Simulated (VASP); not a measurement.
Write the native input for VASP 6.6.1 that does the following.

| Item | Value |
| --- | --- |
| Task | single point |
| Functional | PBE |
| Potentials or basis | VASP PAW PBE potentials, release 64 (C, Ti_sv, N) |
| Cutoff | 520 eV |
| k mesh | 1 × 1 × 1, shifted |
| Occupations | fermi-dirac, width 0.3447 eV |
| Spin | no spin polarisation |
| Dipole correction | no |
| Further INCAR settings | LREAL = Auto; ALGO = Normal; EDIFF = 1e-06; NBANDS = 92; ISYM = 0 |

The structure of Ti7C8N7 lies in POSCAR:

```
Ti7C8N7
1.0
    6.0763510000      0.0252470000     -0.0498070000
    0.0252470000      5.7832080000     -0.0553630000
   -0.0498070000     -0.0553630000      6.0055170000
C Ti N
8 7 7
Direct
    0.6375045261      0.2668000288      0.6882599846
    0.9320776689      0.1486972654      0.3860950388
    0.7552173657      0.5985507952      0.8954847150
   -0.1288238406     -0.1589880509     -0.1777429628
    0.2137125718      0.0982319449      1.1102788981
    0.1677089545      0.4305920500      0.5102421569
    0.3367450455      0.2983076542      0.3931870424
    0.9506465935     -0.0734480044      0.2416936882
    1.0221009357      0.4238608628      0.1424148812
    0.1323848942      0.6359486322      0.7769365599
    0.5023512086      0.8814167088      0.9707751189
    0.7592599768      0.7849597053      0.5207500346
    0.1634177430      1.1080125895      0.7061770450
    0.5347305426      0.4242571351      0.1041959372
    0.3419958509      0.7410184205      0.3807963228
    0.7138098120      0.1259752614      0.5311795960
    0.4034864516     -0.1757066463      0.6663970484
    0.2893713793      0.6189393519      1.0742151025
    0.8373610826     -0.0711623307      0.0583294799
    0.4850906498      0.1915231924      0.8247122119
   -0.2324607988      0.4747408436      0.6457400591
    0.3591290067      0.0898350866      0.2519719249
```

One way to write it, as run:

INCAR

```
SYSTEM = Ti7C8N7
  PREC = Accurate
  ENCUT = 520
  EDIFF = 1E-6
  ISMEAR = -1
  SIGMA = 0.3447
  LREAL = Auto
  LASPH = .TRUE.
  NELM = 80
  ALGO = Normal
  ISIF = 2
  LWAVE = .FALSE.
  LCHARG = .FALSE.
  GGA = PE
  NBANDS = 92
  ISYM = 0
```

KPOINTS

```
Automatic mesh
0
Gamma
  1 1 1
  0.25 0.25 0.25
```

Potentials or basis: VASP PAW PBE potentials, release 64 (C, Ti_sv, N).

Launch:

```console
$ cat potpaw_PBE.64/C/POTCAR potpaw_PBE.64/Ti_sv/POTCAR potpaw_PBE.64/N/POTCAR > POTCAR
$ mpirun -np 1 vasp_std > vasp.out
```

Results of the run:

The pressure is 13.0 GPa. The largest force is 9.549 eV/Å and the band gap on the k mesh is zero (an odd number of electrons rules out a gap without spin polarisation).

Caveat: the k points lie up to 1.09 Å⁻¹ apart, too coarse for converged energies and pressures of a metal; the atoms stand as in a frame of molecular dynamics; so wide a smearing shifts energies and pressures; an odd number of electrons without spin polarisation forces a metal; a magnetic or distorted state may lie lower.

It took 2.5 min on 1 thread of Intel Xeon 8259CL, with other jobs on the host, peak memory 0.32 GiB.
